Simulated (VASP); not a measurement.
Runs of VASP 6.6.1 on LiBr. The structure is that of space group Fm-3m (No. 225), or close to it. The cells are those of the table. 

| cell | gap on the mesh (eV) | pressure (GPa) |
| --- | --- | --- |
| a = 4.037 Å, angles 60.0°, 2 atoms | 4.50 | (b) |
| a = 4.192 Å, angles 60.0°, 2 atoms | 4.14 | (c) |
| a = 3.726 Å, angles 60.0°, 2 atoms | (a) | 4.6 |
| a = 3.571 Å, angles 60.0°, 2 atoms | 5.72 | 11.9 |

Alike in all rows: task single point; level PBE; potentials or basis VASP PAW PBE potentials, release 64 (Li_sv, Br); no spin polarisation; k mesh 8 × 8 × 8; cutoff (eV) 750; smearing gaussian 0.05 eV.

Fill in the values left out.

(a) 5.57; (b) -2.2; (c) -3.5.

Caveats: the cell stands under pressure (at least some runs); the cell stands under tension (at least some runs).

A k mesh can miss the band edges, and the runs leave out spin-orbit coupling on Br.
